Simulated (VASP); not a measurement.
# Li2Se (Fm-3m) in VASP: notebook, part 2 of 2

VASP 6.6.1. Earlier steps stand in the parts before.

### Step 3. Relaxation of cell and atoms, PBEsol, target pressure 4 GPa, at which the enthalpy is minimised

INCAR

```
PREC     = Accurate       # precision mode
ENCUT    = 750            # plane-wave cutoff, eV
EDIFF    = 1E-7           # SCF threshold, eV
ISMEAR   = 0              # smearing method
SIGMA    = 0.01           # smearing width, eV
LREAL    = False          # projectors in reciprocal space
LASPH    = True           # aspherical terms in the spheres
NELM     = 120            # most SCF steps
ALGO     = Normal         # electronic algorithm
ISIF     = 3              # what is computed and relaxed
LWAVE    = False          # write WAVECAR
LCHARG   = False          # write CHGCAR
GGA      = PS             # functional
IBRION   = 2              # ionic algorithm
NSW      = 100            # ionic steps
EDIFFG   = -0.002         # ionic threshold
PSTRESS  = 40.0         
GGA_COMPAT= False        
NELMIN   = 4
```

KPOINTS

```
Automatic mesh
0
Gamma
  6 6 6
```

POSCAR

```
Li2Se
1.0
    0.0000000000      2.9723716869      2.9723716869
    2.9723716869      0.0000000000      2.9723716869
    2.9723716869      2.9723716869      0.0000000000
Li Se
2 1
Direct
    0.2500000000      0.2500000000      0.2500000000
    0.7500000000      0.7500000000      0.7500000000
    0.0000000000      0.0000000000      0.0000000000
```

Potentials or basis: VASP PAW PBE potentials, release 64 (Li_sv, Se).

Command:

```
$ cat potpaw_PBE.64/Li_sv/POTCAR potpaw_PBE.64/Se/POTCAR > POTCAR
$ mpirun -np 1 vasp_std > vasp.out
```

OUTCAR:

```text
PREC = Accurate
   ENCUT = 750
   EDIFF = 1E-7
   ISMEAR = 0
   LREAL = False
   LASPH = True
   NELM = 120
   ISIF = 3
   GGA = PS
   IBRION = 2
   NSW = 100
   EDIFFG = -0.002
   PSTRESS = 40.0
   NELMIN = 4

 ion  position               nearest neighbor table
   1  0.250  0.250  0.250-   3 2.57   3 2.57   3 2.57   3 2.57
   2  0.750  0.750  0.750-   3 2.57   3 2.57   3 2.57   3 2.57
   3  0.000  0.000  0.000-   2 2.57   2 2.57   2 2.57   1 2.57   1 2.57   1 2.57   2 2.57   1 2.57

  LATTYP: Found a face centered cubic cell.
 ALAT       =     5.9447433738

  Lattice vectors:

 A1 = (   0.0000000000,   2.9723716869,   2.9723716869)
 A2 = (   2.9723716869,   0.0000000000,   2.9723716869)
 A3 = (   2.9723716869,   2.9723716869,   0.0000000000)

Analysis of symmetry for initial positions (statically):
=====================================================================
 Subroutine PRICEL returns:
 Original cell was already a primitive cell.

 Routine SETGRP: Setting up the symmetry group for a
 face centered cubic supercell.

 Subroutine GETGRP returns: Found 48 space group operations
 (whereof 48 operations were pure point group operations)
 out of a pool of 48 trial point group operations.

The static configuration has the point symmetry O_h .

Analysis of symmetry for dynamics (positions and initial velocities):
=====================================================================
 Subroutine PRICEL returns:
 Original cell was already a primitive cell.

 Routine SETGRP: Setting up the symmetry group for a
 face centered cubic supercell.

 Subroutine GETGRP returns: Found 48 space group operations
 (whereof 48 operations were pure point group operations)
 out of a pool of 48 trial point group operations.

The dynamic configuration has the point symmetry O_h .

 Subroutine INISYM returns: Found 48 space group operations
 (whereof 48 operations are pure point group operations),
 and found     1 'primitive' translations

----------------------------------------------------------------------------------------

                                     Primitive cell

  volume of cell :      52.5218

  direct lattice vectors                    reciprocal lattice vectors
     0.000000000  2.972371687  2.972371687    -0.168215840  0.168215840  0.168215840
     2.972371687  0.000000000  2.972371687     0.168215840 -0.168215840  0.168215840
     2.972371687  2.972371687  0.000000000     0.168215840  0.168215840 -0.168215840

  length of vectors
     4.203568352  4.203568352  4.203568352     0.291358381  0.291358381  0.291358381

  position of ions in fractional coordinates (direct lattice)
     0.250000000  0.250000000  0.250000000
     0.750000000  0.750000000  0.750000000
     0.000000000  0.000000000  0.000000000

  ion indices of the primitive-cell ions
   primitive index   ion index
                 1           1
                 2           2
                 3           3

----------------------------------------------------------------------------------------

 KPOINTS: Automatic mesh

Automatic generation of k-mesh.
 Grid dimensions read from file:
 generate k-points for:    6    6    6

 Generating k-lattice:

  Cartesian coordinates                     Fractional coordinates (reciprocal lattice)
    -0.028035973  0.028035973  0.028035973     0.166666667  0.000000000  0.000000000
     0.028035973 -0.028035973  0.028035973     0.000000000  0.166666667  0.000000000
     0.028035973  0.028035973 -0.028035973     0.000000000  0.000000000  0.166666667

  Length of vectors
     0.048559730  0.048559730  0.048559730

  Shift w.r.t. Gamma in fractional coordinates (k-lattice)
     0.000000000  0.000000000  0.000000000

 Subroutine IBZKPT returns following result:
 ===========================================

 Found     16 irreducible k-points:

 Following reciprocal coordinates:
            Coordinates               Weight
  0.000000  0.000000  0.000000      1.000000
  0.166667  0.000000  0.000000      8.000000
  0.333333  0.000000  0.000000      8.000000
  0.500000  0.000000  0.000000      4.000000
  0.166667  0.166667  0.000000      6.000000
  0.333333  0.166667  0.000000     24.000000
[... 8 lines left out ...]
 -0.333333  0.333333  0.166667     24.000000
 -0.333333  0.500000  0.166667     12.000000
   k-points           NKPTS =     16   k-points in BZ     NKDIM =     16   number of bands    NBANDS=     10
   number of dos      NEDOS =    301   number of ions     NIONS =      3
   total plane-waves  NPLWV =  64000
   dimension x,y,z NGX =    40 NGY =   40 NGZ =   40
   dimension x,y,z NGXF=    80 NGYF=   80 NGZF=   80
   ions per type =               2   1
   NGX,Y,Z   is equivalent  to a cutoff of  15.82, 15.82, 15.82 a.u.
   NGXF,Y,Z  is equivalent  to a cutoff of  31.64, 31.64, 31.64 a.u.
 SYSTEM =  unknown system
   PREC   = accura    normal or accurate (medium, high low for compatibility)
   ISTART =      0    job   : 0-new  1-cont  2-samecut
   ICHARG =      2    charge: 1-file 2-atom 10-const
   ISPIN  =      1    spin polarized calculation?
   LNONCOLLINEAR =      F non collinear calculations
   LSORBIT =      F    spin-orbit coupling
   LASPH  =      T    aspherical Exc in radial PAW
   ENCUT  =  750.0 eV  55.12 Ry    7.42 a.u.   9.39  9.39  9.39*2*pi/ulx,y,z
   NELM   =    120;   NELMIN=  4; NELMDL= -5     # of ELM steps
   EDIFF  = 0.1E-06   stopping-criterion for ELM
   LREAL  =      F    real-space projection
   EDIFFG = -.2E-02   stopping-criterion for IOM
   NSW    =    100    number of steps for IOM
   IBRION =      2    ionic relax: 0-MD 1-quasi-New 2-CG
   NFREE  =      1    steps in history (QN), initial steepest desc. (CG)
   ISIF   =      3    stress and relaxation
   ISYM   =      2    0-nonsym 1-usesym 2-fastsym
   POTIM  = 0.5000    time-step for ionic-motion
   TEBEG  =    0.0;   TEEND  =   0.0 temperature during run
   PSTRESS=   40.0 pullay stress
   NELECT =      12.0000    total number of electrons
   NUPDOWN=      -1.0000    fix difference up-down
   EMIN   =  10.00;   EMAX   =-10.00  energy-range for DOS
   EFERMI =   0.00;   METHOD = LEGACY
   ISMEAR =     0;   SIGMA  =   0.01  broadening in eV -4-tet -1-fermi 0-gaus
   EFERMI_NEDOS =   21; number of points for ismear=-14 and -15
   IALGO  =     38    algorithm
   IMIX   =      4    mixing-type and parameters
     AMIX     =   0.40;   BMIX     =  1.00
     AMIX_MAG =   1.60;   BMIX_MAG =  1.00
  volume/ion in A,a.u.               =      17.51       118.14
  Fermi-wavevector in a.u.,A,eV,Ry     =   1.000819  1.891273 13.628117  1.001638
  Thomas-Fermi vector in A             =   2.133200
   LORBIT       =      0    0 simple, 1 ext, 2 COOP (PROOUT), +10 PAW based schemes
   GGA     = PS    functional components
   LHFCALC =     F    Hartree Fock is set to
   AEXX    =    0.0000 exact exchange contribution
   IVDW    =     0    specifies the selected vdW correction
   LEPSILON=     F    determine dielectric tensor
   LRPA    =     F    only Hartree local field effects (RPA)
 conjugate gradient relaxation of ions
 non-spin polarized calculation
 Gauss-broadening in eV      SIGMA  =   0.01
  energy-cutoff  :      750.00
  volume of cell :       52.52
 maximum number of plane-waves:      2475
 NGX is ok and might be reduce to    40
   NGX = 19   NGY = 19   NGZ = 19

--------------------------------------- Ionic step        1  -------------------------------------------

 number of electron      12.0000000 magnetization

 Free energy of the ion-electron system (eV)
  ---------------------------------------------------
  ext. energy  EPLUGINS =         0.00000000
  ---------------------------------------------------
  free energy    TOTEN  =       -11.55939723 eV

  energy without entropy =      -11.55939723  energy(sigma->0) =      -11.55939723

 E-fermi :   1.1655     XC(G=0):  -8.4921

 val. band max:        1.0921701940   @ k =   0.0000   0.0000   0.0000
 cond. band min:       3.9003704274   @ k =   0.5000   0.5000   0.0000
 fundamental gap:      2.8082002334
 Fermi energy:         1.1654634286

 k-point     1 :       0.0000    0.0000    0.0000
  band No.  band energies     occupation
      1     -42.8789      2.00000
      2     -42.8499      2.00000
      3     -10.3988      2.00000
      4       1.0922      2.00000
      5       1.0922      2.00000
      6       1.0922      2.00000
      7       4.4565      0.00000
      8       6.6712      0.00000
      9       6.6712      0.00000
     10       6.6712      0.00000
[... 346 lines left out ...]
  enthalpy is  TOTEN    =       -10.3101857316 eV   P V=        1.1944473895

--------------------------------------- Ionic step        5  -------------------------------------------

 number of electron      11.9999999 magnetization

 Free energy of the ion-electron system (eV)
  ---------------------------------------------------
  ext. energy  EPLUGINS =         0.00000000
  ---------------------------------------------------
  free energy    TOTEN  =       -11.50531301 eV

  energy without entropy =      -11.50531301  energy(sigma->0) =      -11.50531301

 E-fermi :   1.8277     XC(G=0):  -8.8433

 val. band max:        1.6668456440   @ k =   0.0000   0.0000   0.0000
 cond. band min:       4.3762357862   @ k =   0.5000   0.5000   0.0000
 fundamental gap:      2.7093901422
 Fermi energy:         1.8277435943

 k-point     1 :       0.0000    0.0000    0.0000
  band No.  band energies     occupation
      1     -42.1847      2.00000
      2     -42.1426      2.00000
      3     -10.0981      2.00000
      4       1.6668      2.00000
      5       1.6668      2.00000
      6       1.6668      2.00000
      7       5.4435      0.00000
      8       7.2693      0.00000
      9       7.2693      0.00000
     10       7.2693      0.00000
[... 223 lines left out ...]
  FREE ENERGIE OF THE ION-ELECTRON SYSTEM (eV)
  ---------------------------------------------------
  free  energy   TOTEN  =       -11.5053130136 eV

  energy  without entropy=      -11.5053130136  energy(sigma->0) =      -11.50531301

  enthalpy is  TOTEN    =       -10.3101880584 eV   P V=        1.1951249552

 reached required accuracy - stopping structural energy minimisation
```

It took 56 s on 1 thread of Intel Xeon Platinum 8488C (Sapphire Rapids), shared host; peak memory 0.24 GiB.

Results:

```
Free energy                                            : -11.5053 eV
Relaxed volume                                         : 15.96 Å³/atom
Relaxed cell                                           : a = 4.076 Å, b = 4.076 Å, c = 4.076 Å, α = 60.00°, β = 60.00°, γ = 60.00°
Space group after relaxing (to 0.05 Å)                 : Fm-3m (No. 225)
Energy change on relaxing (the enthalpy is what falls) : +18.0 meV/atom
Ionic steps                                            : 5
Pressure after relaxing                                : 4.0 GPa
Band gap on the k mesh                                 : 2.71 eV, indirect (least direct gap 3.78 eV)
```

The path:
```tsv
step	energy change (eV)	largest force (eV/Å)	pressure (GPa)	volume (Å³)
1	0.0000	0.0000	0.02	52.52
2	0.0251	0.0000	2.59	49.28
3	0.0526	0.0000	3.93	47.93
4	0.0548	0.0000	4.04	47.84
5	0.0541	0.0000	4.00	47.87
```

Final structure:
```xyz
3
Lattice="0.0000 2.8819 2.8819 2.8819 0.0000 2.8819 2.8819 2.8819 0.0000" Properties=species:S:1:pos:R:3 pbc="T T T"
Li    1.4409    1.4409    1.4409
Li    4.3228    4.3228    4.3228
Se    0.0000    0.0000    0.0000
```

Levels at points of the mesh, in eV from the valence-band top:
```tsv
k point	band 3	band 4	band 5	band 6	band 7	band 8	band 9	band 10
(0.00, 0.00, 0.00)	-11.76	0.00	0.00	0.00	3.78	5.60	5.60	5.60
(0.50, 0.00, 0.00)	-11.30	-3.39	-0.63	-0.63	5.54	5.93	5.93	8.30
(0.50, 0.50, 0.00)	-11.16	-2.60	-1.73	-1.73	2.71	6.44	11.06	11.06
```

Caveat: the cell is relaxed towards a set pressure, so the enthalpy falls and the energy may rise; the PAW data sets were made with another functional, which shifts forces and pressure a little. PBEsol gaps usually lie below the measured ones, often by a third to a half.

### Step 4. Relaxation of cell and atoms, PBEsol, target pressure 7 GPa, at which the enthalpy is minimised

INCAR

```
SYSTEM = Li2Se
  PREC = Accurate
  ENCUT = 750
  EDIFF = 1E-7
  ISMEAR = 0
  SIGMA = 0.01
  LREAL = .FALSE.
  LASPH = .TRUE.
  NELM = 120
  ALGO = Normal
  ISIF = 3
  LWAVE = .FALSE.
  LCHARG = .FALSE.
  GGA = PS
  IBRION = 2
  NSW = 100
  EDIFFG = -0.002
  PSTRESS = 70.0
  GGA_COMPAT = .FALSE.
  NELMIN = 4
```

KPOINTS

```
Automatic mesh
0
G
  6 6 6
  0 0 0
```

POSCAR is that of step 3.

Command:

```
$ cat potpaw_PBE.64/Li_sv/POTCAR potpaw_PBE.64/Se/POTCAR > POTCAR
$ mpirun -np 1 vasp_std > vasp.out
```

It took 66 s on 1 thread of Intel Xeon Platinum 8488C (Sapphire Rapids), shared host; peak memory 0.24 GiB.

The run converged. Its results:

| Item | Value |
| --- | --- |
| Free energy | -11.4202 eV |
| Relaxed volume | 15.12 Å³/atom |
| Relaxed cell | a = 4.003 Å, b = 4.003 Å, c = 4.003 Å, α = 60.00°, β = 60.00°, γ = 60.00° |
| Space group after relaxing (to 0.05 Å) | Fm-3m (No. 225) |
| Energy change on relaxing (the enthalpy is what falls) | +46.4 meV/atom |
| Ionic steps | 5 |
| Pressure after relaxing | 7.0 GPa |
| Band gap on the k mesh | 2.64 eV, indirect (least direct gap 4.03 eV) |

Step by step:
| step | energy change (eV) | largest force (eV/Å) | pressure (GPa) | volume (Å³) |
| --- | --- | --- | --- | --- |
| 1 | 0.0000 | 0.0000 | 0.02 | 52.52 |
| 2 | 0.0805 | 0.0000 | 5.04 | 46.93 |
| 3 | 0.1343 | 0.0000 | 6.85 | 45.48 |
| 4 | 0.1401 | 0.0000 | 7.03 | 45.34 |
| 5 | 0.1392 | 0.0000 | 7.00 | 45.36 |

Final structure:
```xyz
3
Lattice="0.0000 2.8307 2.8307 2.8307 0.0000 2.8307 2.8307 2.8307 0.0000" Properties=species:S:1:pos:R:3 pbc="T T T"
Li    1.4154    1.4154    1.4154
Li    4.2461    4.2461    4.2461
Se    0.0000    0.0000    0.0000
```

Levels at points of the mesh, in eV from the valence-band top:
| k point | band 4 | band 5 | band 6 | band 7 | band 8 | band 9 |
| --- | --- | --- | --- | --- | --- | --- |
| (0.00, 0.00, 0.00) | 0.00 | 0.00 | 0.00 | 4.03 | 5.60 | 5.60 |
| (0.50, 0.00, 0.00) | -3.60 | -0.69 | -0.69 | 5.78 | 5.93 | 5.93 |
| (0.50, 0.50, 0.00) | -2.74 | -1.86 | -1.86 | 2.64 | 6.58 | 11.44 |

Caveat: the cell is relaxed towards a set pressure, so the enthalpy falls and the energy may rise; the PAW data sets were made with another functional, which shifts forces and pressure a little.

### Step 5. Summary

```tsv
cell	gap on the mesh (eV)	pressure (GPa)
relaxed to 2 GPa	2.76	2.0
relaxed to 4 GPa	2.71	4.0
relaxed to 7 GPa	2.64	7.0
```

Alike in all rows: task relaxation of cell and atoms; level PBEsol; potentials or basis VASP PAW PBE potentials, release 64 (Li_sv, Se); no spin polarisation; k mesh 6 × 6 × 6; cutoff (eV) 750; smearing gaussian 0.01 eV.

Caveats: the cell is relaxed towards a set pressure, so the enthalpy falls and the energy may rise; the PAW data sets were made with another functional, which shifts forces and pressure a little.

Total energies depend on the potentials used, so only differences within one code and one set of settings carry meaning.
